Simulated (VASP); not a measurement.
Bi:

```xyz
1
Lattice="3.4319 0.0000 0.0000 -1.1440 3.2357 0.0000 -1.1440 -1.6178 2.8022" Properties=species:S:1:pos:R:3 pbc="T T T"
Bi    0.0000    0.0000    0.0000
```

```yaml
Program: VASP 6.6.1
Task: relaxation of cell and atoms
Functional: PBEsol
Potentials_or_basis: VASP PAW PBE potentials, release 64 (Bi_d)
Cutoff: 600 eV
k_mesh: 8 × 8 × 8
Occupations: methfessel-paxton, width 0.1 eV
Spin: no spin polarisation
```

At the start: pressure -2.2 GPa; volume 31.12 Å³/atom.

Question: How do energy, volume and symmetry change on relaxing?

Answer: Over 3 steps the energy falls by 8.8 meV/atom and the volume is 29.91 Å³/atom (-3.9 %); space group Im-3m (No. 229, to 0.05 Å).

The path:
```csv
step,energy change (eV),largest force (eV/Å),pressure (GPa),volume (Å³)
1,0.0000,0.0000,-2.24,31.12
2,-0.0054,0.0000,1.56,29.20
3,-0.0088,0.0000,0.02,29.91
```

Final structure:
```cif
data_structure
_symmetry_space_group_name_H-M 'P 1'
_symmetry_Int_Tables_number 1
_cell_length_a 3.3869
_cell_length_b 3.3869
_cell_length_c 3.3869
_cell_angle_alpha 109.471
_cell_angle_beta 109.471
_cell_angle_gamma 109.471
_cell_volume 29.91
loop_
_atom_site_label
_atom_site_type_symbol
_atom_site_fract_x
_atom_site_fract_y
_atom_site_fract_z
_atom_site_occupancy
Bi1 Bi 0.00000 0.00000 0.00000 1
```

Caveat: the PAW data sets were made with another functional, which shifts forces and pressure a little.
